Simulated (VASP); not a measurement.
Input of a VASP 6.6.1 run:

INCAR

```
SYSTEM = Si
PREC = Accurate
ENCUT = 500
EDIFF = 1E-8
ISMEAR = 0
SIGMA = 0.01
LREAL = .FALSE.
LASPH = .TRUE.
NELM = 120
ALGO = Normal
ISIF = 2
LWAVE = .FALSE.
LCHARG = .FALSE.
GGA = PE
IBRION = 8
NSW = 1
GGA_COMPAT = .FALSE.
```

Contents of KPOINTS:

```
Automatic mesh
0
G
  12 12 12
  0 0 0
```

POSCAR

```
Si
1.0
    0.0000000000      2.7348399719      2.7348399719
    2.7348399719      0.0000000000      2.7348399719
    2.7348399719      2.7348399719      0.0000000000
Si
2
Direct
    0.7500000000      0.7500000000      0.7500000000
    0.5000000000      0.5000000000      0.5000000000
```

Potentials or basis: VASP PAW PBE potentials, release 64 (Si).

Run with:

```console
$ cat potpaw_PBE.64/Si/POTCAR > POTCAR
$ mpirun -np 1 vasp_std > vasp.out
```

Task: Estimate the highest phonon frequency at Γ.

Result: 502 cm⁻¹.

Phonon frequencies in cm⁻¹ (negative: imaginary):
| q point | frequencies |
| --- | --- |
| (0.000, 0.000, 0.000) | 0 0 0 502 502 502 |
